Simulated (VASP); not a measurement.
Write the native input for VASP 6.6.1 that does the following.

```
Task                   : single point
Functional             : PBEsol
Potentials or basis    : VASP PAW PBE potentials, release 64 (Hg, Te)
Cutoff                 : 520 eV
k mesh                 : 10 × 10 × 10
Occupations            : gaussian, width 0.1 eV
Spin                   : no spin polarisation
Dipole correction      : no
Further INCAR settings : ALGO = Normal; EDIFF = 1e-07; NBANDS = 16
```

The structure of HgTe lies in POSCAR:

```
HgTe
1.0
    0.0000000000      3.0771170000      3.0771170000
    3.0771170000      0.0000000000      3.0771170000
    3.0771170000      3.0771170000      0.0000000000
Hg Te
1 1
Direct
    0.0000000000      0.0000000000      0.0000000000
    0.4756265361      0.5243734639      0.5243734639
```

This cell differs from its parent crystal: one atom moved.

The input as run:

INCAR

```
SYSTEM = HgTe
ALGO     = Normal         ! electronic algorithm
EDIFF    = 1E-7           ! SCF threshold, eV
ENCUT    = 520            ! plane-wave cutoff, eV
GGA      = PS             ! functional
ISIF     = 2              ! what is computed and relaxed
ISMEAR   = 0              ! smearing method
LASPH    = .True.         ! aspherical terms in the spheres
LCHARG   = .True.         ! write CHGCAR
LELF     = .True.         ! ELF
LREAL    = .False.        ! projectors in reciprocal space
LVHAR    = .True.       
LWAVE    = .False.        ! write WAVECAR
NBANDS   = 16             ! bands
NELM     = 100            ! most SCF steps
PREC     = Accurate       ! precision mode
SIGMA    = 0.1            ! smearing width, eV
```

KPOINTS

```
k-points
0
Gamma
  10 10 10
  0 0 0
```

Potentials or basis: VASP PAW PBE potentials, release 64 (Hg, Te).

Command:

```bash
$ cat potpaw_PBE.64/Hg/POTCAR potpaw_PBE.64/Te/POTCAR > POTCAR
$ mpirun -np 1 vasp_std > vasp.out
```

It gave:

The pressure is -3.2 GPa and the largest force is 0.247 eV/Å. The band gap on the k mesh is zero (bands 9 and 10 overlap by 2.43 eV).

Caveat: the cell differs from its parent crystal (one atom moved); the cell stands under tension; the PAW data sets were made with another functional, which shifts forces and pressure a little; spin-orbit coupling is left out, which moves the levels of the heavy elements.

Wall time 110 s on 1 thread of AMD EPYC 7R13, on a shared host, peak memory 0.22 GiB.
